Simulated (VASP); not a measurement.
# Si (a cell with a defect) in VASP: further runs

Si (a cell with a defect) is run at these levels: PBE; tasks: single point.

Program: VASP 6.6.1. These are calculated values, not measurements. Logs are shortened: lines on timing, memory, paths and dates and some standing lists are left out, and cuts for length are marked.

## Step 1: The cell of the first run

The cell holds a defect, 17 atoms: a = 7.679 Å, b = 7.679 Å, c = 7.679 Å, α = 60.00°, β = 60.00°, γ = 60.00°.

## Step 2: Single point, PBE

INCAR reads:

```
ALGO = Normal ; EDIFF = 1E-6
ENCUT = 520 ; GGA = PE
ISIF = 2 ; ISMEAR = 0
LASPH = T ; LCHARG = F
LREAL = Auto ; LWAVE = F
NBANDS = 48 ; NELM = 60
PREC = Accurate ; SIGMA = 0.02
```

KPOINTS reads:

```
k-points
0
Gamma
  2 2 2
```

POSCAR reads:

```
Si
1.0
    0.0000000000      5.4300000000      5.4300000000
    5.4300000000      0.0000000000      5.4300000000
    5.4300000000      5.4300000000      0.0000000000
Si
17
Direct
   -0.0038286372     -0.0030860958     -0.0036277164
    0.0822199816      0.1396369245      0.1391547882
   -0.0038154696     -0.0031000000      0.5107069982
    0.1363552486      0.1143255985      0.6247419890
   -0.0038545120      0.5111968692     -0.0035963168
    0.1363229282      0.6252687845      0.1137988029
    0.0384218232      0.4875941989      0.4870704420
    0.1363343462      0.6252590239      0.6247643646
    0.4556056169      0.0151514733      0.0147116943
    0.6180592081      0.1178875691      0.1173126151
    0.5082511050     -0.0190466851      0.5054779926
    0.6180690608      0.1178607735      0.6469184162
    0.5082286372      0.5059912523     -0.0195520258
    0.6180422652      0.6473717311      0.1173597606
    0.5082360958      0.5059874770      0.5054882136
    0.6643337937      0.6122796501      0.6117735727
    0.6804550645      0.2735093923      0.2731176796
```

Potentials or basis: VASP PAW PBE potentials, release 64 (Si).

Run with:

```
$ cat potpaw_PBE.64/Si/POTCAR > POTCAR
$ mpirun -np 1 vasp_std > vasp.out
```

OUTCAR:

```text
EDIFF = 1E-6
   ENCUT = 520
   GGA = PE
   ISIF = 2
   ISMEAR = 0
   LASPH = T
   LREAL = Auto
   NELM = 60
   PREC = Accurate

 ion  position               nearest neighbor table
   1  0.996  0.997  0.996-   4 2.33   6 2.33   2 2.34  10 2.37  17 3.02
   2  0.082  0.140  0.139-   9 2.34   3 2.34   1 2.34   5 2.34  17 2.52
   3  0.996  0.997  0.511-   4 2.33   8 2.33   2 2.34  12 2.37  17 3.02
   4  0.136  0.114  0.625-  11 2.33   1 2.33   3 2.33   7 2.35
   5  0.996  0.511  0.996-   8 2.33   6 2.33   2 2.34  14 2.37  17 3.02
   6  0.136  0.625  0.114-  13 2.33   1 2.33   5 2.33   7 2.35
   7  0.038  0.488  0.487-  16 2.35   4 2.35   8 2.35   6 2.35
   8  0.136  0.625  0.625-  15 2.33   3 2.33   5 2.33   7 2.35
   9  0.456  0.015  0.015-  14 2.32  10 2.32  12 2.32   2 2.34
  10  0.618  0.118  0.117-   9 2.32   1 2.37  17 2.38  13 2.44  11 2.44
  11  0.508  0.981  0.505-  16 2.32   4 2.33  10 2.44  12 2.44  17 2.57
  12  0.618  0.118  0.647-   9 2.32   3 2.37  17 2.38  15 2.44  11 2.44
  13  0.508  0.506  0.980-  16 2.32   6 2.33  10 2.44  14 2.44  17 2.57
  14  0.618  0.647  0.117-   9 2.32   5 2.37  17 2.38  13 2.44  15 2.44
  15  0.508  0.506  0.505-  16 2.32   8 2.33  12 2.44  14 2.44  17 2.57
  16  0.664  0.612  0.612-  11 2.32  13 2.32  15 2.32   7 2.35
  17  0.680  0.274  0.273-  12 2.38  10 2.38  14 2.38   2 2.52  11 2.57  15 2.57  13 2.57   3 3.02
                             1 3.02   5 3.02

  LATTYP: Found a face centered cubic cell.
 ALAT       =    10.8600000000

  Lattice vectors:

 A1 = (   0.0000000000,   5.4300000000,   5.4300000000)
 A2 = (   5.4300000000,   0.0000000000,   5.4300000000)
 A3 = (   5.4300000000,   5.4300000000,   0.0000000000)

Analysis of symmetry for initial positions (statically):
=====================================================================
 Subroutine PRICEL returns:
 Original cell was already a primitive cell.

 Routine SETGRP: Setting up the symmetry group for a
 face centered cubic supercell.

 Subroutine GETGRP returns: Found  1 space group operations
 (whereof  1 operations were pure point group operations)
 out of a pool of 48 trial point group operations.

The static configuration has the point symmetry C_1 .

Analysis of symmetry for dynamics (positions and initial velocities):
=====================================================================
 Subroutine PRICEL returns:
 Original cell was already a primitive cell.

 Routine SETGRP: Setting up the symmetry group for a
 face centered cubic supercell.

 Subroutine GETGRP returns: Found  1 space group operations
 (whereof  1 operations were pure point group operations)
 out of a pool of 48 trial point group operations.

The dynamic configuration has the point symmetry C_1 .

 Subroutine INISYM returns: Found  1 space group operations
 (whereof  1 operations are pure point group operations),
 and found     1 'primitive' translations

----------------------------------------------------------------------------------------

                                     Primitive cell

  volume of cell :     320.2060

  direct lattice vectors                    reciprocal lattice vectors
     0.000000000  5.430000000  5.430000000    -0.092081031  0.092081031  0.092081031
     5.430000000  0.000000000  5.430000000     0.092081031 -0.092081031  0.092081031
     5.430000000  5.430000000  0.000000000     0.092081031  0.092081031 -0.092081031

  length of vectors
     7.679179644  7.679179644  7.679179644     0.159489025  0.159489025  0.159489025

  position of ions in fractional coordinates (direct lattice)
     0.996171363  0.996913904  0.996372284
     0.082219982  0.139636925  0.139154788
     0.996184530  0.996900000  0.510706998
     0.136355249  0.114325599  0.624741989
     0.996145488  0.511196869  0.996403683
     0.136322928  0.625268785  0.113798803
[... 9 lines left out ...]
     0.664333794  0.612279650  0.611773573
     0.680455065  0.273509392  0.273117680

  ion indices of the primitive-cell ions
   primitive index   ion index
                 1           1
                 2           2
                 3           3
                 4           4
                 5           5
                 6           6
[... 9 lines left out ...]
                16          16
                17          17

----------------------------------------------------------------------------------------

 KPOINTS: k-points

Automatic generation of k-mesh.
 Grid dimensions read from file:
 generate k-points for:    2    2    2

 Generating k-lattice:

  Cartesian coordinates                     Fractional coordinates (reciprocal lattice)
    -0.046040516  0.046040516  0.046040516     0.500000000  0.000000000  0.000000000
     0.046040516 -0.046040516  0.046040516     0.000000000  0.500000000  0.000000000
     0.046040516  0.046040516 -0.046040516     0.000000000  0.000000000  0.500000000

  Length of vectors
     0.079744512  0.079744512  0.079744512

[... 77 lines left out ...]
  free energy    TOTEN  =       -87.79143465 eV

  energy without entropy =      -87.78757826  energy(sigma->0) =      -87.78950645

 E-fermi :   6.8647     XC(G=0):  -9.6875

 val. band max:        6.7613657621   @ k =   0.0000   0.0000   0.0000
 cond. band min:       6.8706467319   @ k =   0.5000   0.0000   0.5000
 fundamental gap:      0.1092809699
 Fermi energy:         6.8646948497

 k-point     1 :       0.0000    0.0000    0.0000
  band No.  band energies     occupation
      1      -6.2783      2.00000
      2      -3.8335      2.00000
      3      -3.6242      2.00000
      4      -3.6240      2.00000
      5      -3.4876      2.00000
      6      -2.7084      2.00000
[... 38 lines left out ...]
     45       8.2713      0.00000
     46       8.8762      0.00000

 k-point     2 :       0.5000    0.0000    0.0000
  band No.  band energies     occupation
      1      -5.8905      2.00000
      2      -4.8871      2.00000
      3      -3.4884      2.00000
      4      -3.4172      2.00000
      5      -3.4170      2.00000
      6      -2.9835      2.00000
[... 38 lines left out ...]
     45       9.8490      0.00000
     46      10.0567      0.00000

 k-point     3 :       0.0000    0.5000    0.0000
  band No.  band energies     occupation
      1      -5.8473      2.00000
      2      -4.9749      2.00000
      3      -3.5940      2.00000
      4      -3.4393      2.00000
      5      -3.2629      2.00000
      6      -2.9872      2.00000
[... 38 lines left out ...]
     45       9.7383      0.00000
     46       9.8842      0.00000

 k-point     4 :       0.0000    0.0000    0.5000
  band No.  band energies     occupation
      1      -5.8472      2.00000
      2      -4.9750      2.00000
      3      -3.5941      2.00000
      4      -3.4392      2.00000
      5      -3.2630      2.00000
      6      -2.9873      2.00000
[... 38 lines left out ...]
     45       9.7381      0.00000
     46       9.8841      0.00000

 k-point     5 :       0.5000    0.5000    0.5000
  band No.  band energies     occupation
      1      -5.8472      2.00000
      2      -4.9750      2.00000
      3      -3.5941      2.00000
      4      -3.4393      2.00000
      5      -3.2629      2.00000
      6      -2.9873      2.00000
[... 38 lines left out ...]
     45       9.7382      0.00000
     46       9.8841      0.00000

 k-point     6 :       0.5000    0.5000    0.0000
  band No.  band energies     occupation
      1      -5.7201      2.00000
      2      -4.7065      2.00000
      3      -4.0195      2.00000
      4      -3.8722      2.00000
      5      -3.8190      2.00000
      6      -3.6317      2.00000
[... 38 lines left out ...]
     45      10.1745      0.00000
     46      10.3950      0.00000

 k-point     7 :       0.0000    0.5000    0.5000
  band No.  band energies     occupation
      1      -5.7200      2.00000
      2      -4.7066      2.00000
      3      -4.0196      2.00000
      4      -3.8721      2.00000
      5      -3.8190      2.00000
      6      -3.6316      2.00000
[... 38 lines left out ...]
     45      10.1749      0.00000
     46      10.3951      0.00000

 k-point     8 :       0.5000    0.0000    0.5000
  band No.  band energies     occupation
      1      -5.7200      2.00000
      2      -4.7066      2.00000
      3      -4.0196      2.00000
      4      -3.8721      2.00000
      5      -3.8190      2.00000
      6      -3.6316      2.00000
[... 38 lines left out ...]
     45      10.1752      0.00000
     46      10.3952      0.00000
 [bands above 46 left out]

------------------------ aborting loop because EDIFF is reached ----------------------------------------

  FORCE on cell =-STRESS in cart. coord.  units (eV):
  Direction    XX          YY          ZZ          XY          YZ          ZX
  --------------------------------------------------------------------------------------
  -------------------------------------------------------------------------------------
  Total        9.6587603      9.6528764      9.6691175      0.9692956     -0.9683610      0.9705417
  in kB       48.3284078     48.2989670     48.3802306      4.8499510     -4.8452745      4.8561856
  external PRESSURE =      48.3358685 kB  Pullay stress =       0.0000000 kB

 VOLUME and BASIS-vectors are now :
 -----------------------------------------------------------------------------
  energy-cutoff  :      520.00
  volume of cell :      320.21
      direct lattice vectors                 reciprocal lattice vectors
     0.000000000  5.430000000  5.430000000    -0.092081031  0.092081031  0.092081031
     5.430000000  0.000000000  5.430000000     0.092081031 -0.092081031  0.092081031
     5.430000000  5.430000000  0.000000000     0.092081031  0.092081031 -0.092081031

 POSITION                                       TOTAL-FORCE (eV/Angst)
 -----------------------------------------------------------------------------------
     10.82354     10.81951     10.82245         0.016818      0.004029      0.004970
      1.51384      1.20207      1.20468        -0.042638      0.042661      0.042641
      8.18631      8.18242     10.82245        -0.003744     -0.016600      0.004993
      4.01314      4.13276      1.36120         0.016045     -0.016508     -0.012019
      8.18627     10.81954      8.18487        -0.004740      0.005277     -0.015839
      4.01314      1.35816      4.13544         0.016303     -0.012097     -0.017240
[... 9 lines left out ...]
      6.64661      6.92926      6.93201         0.086169     -0.086376     -0.086546
      2.96819      5.17790      5.18003        -0.288938      0.288494      0.289584
 -----------------------------------------------------------------------------------
    total drift:                               -0.002384      0.001461     -0.002222

  FREE ENERGIE OF THE ION-ELECTRON SYSTEM (eV)
  ---------------------------------------------------
  free  energy   TOTEN  =       -87.7914346512 eV

  energy  without entropy=      -87.7875782587  energy(sigma->0) =      -87.78950645
```

Wall time 1.8 min (1 thread of Intel Xeon 6975P-C (Granite Rapids), shared host); peak memory 0.46 GiB.

What came out:

- Free energy: -87.7914 eV
- Pressure: 4.8 GPa
- Largest force: 0.501 eV/Å
- Band gap on the k mesh: zero (bands 34 and 35 overlap by 0.11 eV)

Forces on the atoms (eV/Å):
```
Si   0.017  0.004  0.005
Si  -0.043  0.043  0.043
Si  -0.004 -0.017  0.005
Si   0.016 -0.017 -0.012
Si  -0.005  0.005 -0.016
Si   0.016 -0.012 -0.017
Si   0.088 -0.088 -0.087
Si   0.012 -0.016 -0.017
Si  -0.019  0.019  0.020
Si   0.037 -0.006 -0.007
Si   0.040 -0.040  0.005
Si   0.006 -0.037 -0.007
Si   0.039  0.004 -0.040
Si   0.007 -0.006 -0.037
Si  -0.004 -0.039 -0.040
Si   0.086 -0.086 -0.087
Si  -0.289  0.288  0.290
```

Stress tensor (GPa, compression positive):
```
 4.83  0.48  0.49
 0.48  4.83 -0.48
 0.49 -0.48  4.84
```

Caveat: the k points lie up to 0.50 Å⁻¹ apart.

## Step 3: Single point, PBE

INCAR reads:

```
SYSTEM = Si
ALGO = Normal
EDIFF = 1E-6
ENCUT = 520
GGA = PE
ISIF = 2
ISMEAR = 0
LASPH = .TRUE.
LCHARG = .TRUE.
LELF = .TRUE.
LREAL = Auto
LVHAR = .TRUE.
LWAVE = .FALSE.
NBANDS = 48
NELM = 60
PREC = Accurate
SIGMA = 0.02
```

KPOINTS reads:

```
k-points
0
G
  2 2 2
  0 0 0
```

POSCAR reads:

```
Si
1.0
    0.0000000000      5.4300000000      5.4300000000
    5.4300000000      0.0000000000      5.4300000000
    5.4300000000      5.4300000000      0.0000000000
Si
17
Direct
   -0.0091777164      0.0008679558     -0.0001869245
    0.0942352670      0.1358993554      0.1348897790
   -0.0091449355      0.0008324125      0.5084178637
    0.1309951197      0.1119658379      0.6284923573
   -0.0091936464      0.5094170350     -0.0001702578
    0.1309254144      0.6295383057      0.1109055249
    0.0564961326      0.4818384899      0.4807705341
    0.1309732044      0.6294818600      0.6285201657
    0.4681054328      0.0112794659      0.0102604972
    0.6191198895      0.1200812155      0.1190898711
    0.5086671271     -0.0258779926      0.5086282689
    0.6191318600      0.1200802947      0.6416237569
    0.5086093002      0.5096196133     -0.0269916206
    0.6191142726      0.6426295580      0.1190905157
    0.5086484346      0.5094981584      0.5086871087
    0.6808569982      0.6070732044      0.6059540516
    0.4575676796      0.3482498158      0.3469494475
```

Potentials or basis: VASP PAW PBE potentials, release 64 (Si).

Run with:

```
$ cat potpaw_PBE.64/Si/POTCAR > POTCAR
$ mpirun -np 1 vasp_std > vasp.out
```

It took 2.2 min on 1 thread of Intel Xeon 6975P-C (Granite Rapids), shared host; peak memory 0.46 GiB.

The run converged. Its results:

* Free energy: -87.7471 eV
* Pressure: 4.7 GPa
* Largest force: 0.523 eV/Å
* Band gap on the k mesh: zero (bands 34 and 35 overlap by 0.08 eV)

Forces in eV/Å, atoms in the order of the input:
```
Si  -0.035  0.029  0.028
Si  -0.055  0.055  0.054
Si  -0.029  0.035  0.028
Si  -0.001  0.001  0.045
Si  -0.030  0.030  0.036
Si  -0.001  0.043  0.001
Si   0.090 -0.090 -0.090
Si  -0.044  0.000  0.001
Si  -0.051  0.051  0.049
Si  -0.036  0.022  0.022
Si  -0.003  0.002  0.115
Si  -0.022  0.036  0.022
Si  -0.005  0.113  0.004
Si  -0.021  0.020  0.037
Si  -0.115  0.003  0.004
Si   0.052 -0.052 -0.053
Si   0.303 -0.300 -0.303
```

Stress tensor (GPa, compression positive):
```
 4.74  0.49  0.49
 0.49  4.73 -0.49
 0.49 -0.49  4.74
```

Levels at points of the mesh, in eV from the Fermi level:
```csv
k point,band 30,band 31,band 32,band 33,band 34,band 35,band 36,band 37,band 38,band 39
"(0.00, 0.00, 0.00)",-1.59,-0.91,-0.75,-0.75,-0.51,-0.08,-0.08,0.16,0.16,0.58
"(0.50, 0.00, 0.00)",-1.50,-1.49,-1.35,-1.35,-0.33,0.40,0.40,1.14,1.14,1.20
"(0.00, 0.50, 0.00)",-1.53,-1.44,-1.41,-1.06,-0.12,0.13,0.78,0.87,0.94,1.31
"(0.00, 0.00, 0.50)",-1.52,-1.44,-1.41,-1.07,-0.12,0.13,0.78,0.87,0.94,1.31
"(0.50, 0.50, 0.50)",-1.53,-1.44,-1.41,-1.06,-0.12,0.13,0.78,0.87,0.94,1.31
"(0.50, 0.50, 0.00)",-2.01,-1.95,-1.79,-0.85,0.01,0.46,1.19,1.32,1.35,1.91
"(0.00, 0.50, 0.50)",-2.01,-1.95,-1.79,-0.85,0.01,0.46,1.19,1.32,1.35,1.91
"(0.50, 0.00, 0.50)",-2.01,-1.95,-1.79,-0.85,0.01,0.46,1.19,1.32,1.35,1.91
```

Caveat: the k points lie up to 0.50 Å⁻¹ apart.

## Step 4: Single point, PBE

INCAR reads:

```
ALGO = Normal ; EDIFF = 1E-6
ENCUT = 520 ; GGA = PE
ISIF = 2 ; ISMEAR = 0
LASPH = True ; LCHARG = False
LREAL = Auto ; LWAVE = False
NBANDS = 48 ; NELM = 100
PREC = Accurate ; SIGMA = 0.02
```

KPOINTS reads:

```
k-points
0
Gamma
  2 2 2
```

POSCAR reads:

```
Si
1.0
    0.0000000000      5.4300000000      5.4300000000
    5.4300000000      0.0000000000      5.4300000000
    5.4300000000      5.4300000000      0.0000000000
Si
17
Direct
   -0.0046775322      0.0008029466     -0.0004138122
    0.1073741252      0.1315903315      0.1304453959
   -0.0046339779      0.0007562615      0.5041437385
    0.1280627072      0.1171400552      0.6273297422
   -0.0046979742      0.5052882136     -0.0003922652
    0.1279991713      0.6285459484      0.1159050645
    0.0247809392      0.4924951197      0.4912592081
    0.1280432781      0.6284900552      0.6273561694
    0.4809345304      0.0070779926      0.0059137201
    0.6232627993      0.1215815838      0.1203775322
    0.5071241252     -0.0159471455      0.5043662983
    0.6232987109      0.1215493554      0.6346204420
    0.5070860958      0.5055842541     -0.0172813076
    0.6232460405      0.6357812155      0.1203933702
    0.5071118785      0.5054783610      0.5044148250
    0.6555851750      0.6156089319      0.6142593923
    0.4121937385      0.3634465930      0.3620036832
```

Run with:

```
$ cat potpaw_PBE.64/Si/POTCAR > POTCAR
$ mpirun -np 1 vasp_std > vasp.out
```

It took 1.8 min on 1 thread of Intel Xeon 6975P-C (Granite Rapids), shared host; peak memory 0.46 GiB.

Results (log left out):

| Item | Value |
| --- | --- |
| Free energy | -87.9288 eV |
| Pressure | 5.2 GPa |
| Largest force | 0.180 eV/Å |
| Band gap on the k mesh | zero (bands 34 and 35 overlap by 0.18 eV) |

Forces in eV/Å, atoms in the order of the input:
```
Si  -0.012  0.026  0.025
Si  -0.044  0.044  0.044
Si  -0.026  0.012  0.025
Si   0.007 -0.006  0.017
Si  -0.025  0.025  0.013
Si   0.005  0.017 -0.005
Si   0.068 -0.067 -0.072
Si  -0.017 -0.004 -0.006
Si  -0.044  0.044  0.043
Si   0.004  0.029  0.030
Si   0.015 -0.016  0.046
Si  -0.030 -0.004  0.030
Si   0.014  0.043 -0.014
Si  -0.030  0.030 -0.004
Si  -0.044 -0.016 -0.014
Si   0.056 -0.055 -0.056
Si   0.104 -0.104 -0.103
```

Stress tensor (GPa, compression positive):
```
 5.17  0.10  0.10
 0.10  5.16 -0.10
 0.10 -0.10  5.17
```

Levels at points of the mesh, in eV from the Fermi level:
| k point | band 31 | band 32 | band 33 | band 34 | band 35 | band 36 | band 37 | band 38 |
| --- | --- | --- | --- | --- | --- | --- | --- | --- |
| (0.00, 0.00, 0.00) | -0.86 | -0.80 | -0.80 | -0.37 | -0.17 | -0.17 | 0.08 | 0.08 |
| (0.50, 0.00, 0.00) | -1.57 | -1.41 | -1.41 | -0.36 | 0.44 | 0.44 | 1.00 | 1.01 |
| (0.00, 0.50, 0.00) | -1.46 | -1.45 | -1.33 | -0.30 | 0.38 | 0.68 | 0.83 | 0.89 |
| (0.00, 0.00, 0.50) | -1.46 | -1.45 | -1.33 | -0.30 | 0.38 | 0.68 | 0.83 | 0.89 |
| (0.50, 0.50, 0.50) | -1.46 | -1.45 | -1.33 | -0.30 | 0.38 | 0.68 | 0.83 | 0.89 |
| (0.50, 0.50, 0.00) | -2.01 | -1.87 | -0.96 | 0.01 | 0.63 | 1.04 | 1.12 | 1.19 |
| (0.00, 0.50, 0.50) | -2.01 | -1.87 | -0.96 | 0.01 | 0.63 | 1.04 | 1.12 | 1.19 |
| (0.50, 0.00, 0.50) | -2.01 | -1.87 | -0.96 | 0.01 | 0.63 | 1.04 | 1.12 | 1.19 |

Caveat: the k points lie up to 0.50 Å⁻¹ apart.

## Step 5: Summary

| cell | gap on the mesh (eV) | pressure (GPa) | largest force (eV/Å) |
| --- | --- | --- | --- |
| as given, atomic positions A | none | 4.8 | 0.50 |
| as given, atomic positions B | none | 4.7 | 0.52 |
| as given, atomic positions C | none | 5.2 | 0.18 |

Alike in all rows: task single point; level PBE; potentials or basis VASP PAW PBE potentials, release 64 (Si); no spin polarisation; k mesh 2 × 2 × 2; cutoff (eV) 520; smearing gaussian 0.02 eV.

Caveats: all runs use coarse meshes.

Total energies depend on the potentials used, so only differences within one code and one set of settings carry meaning.
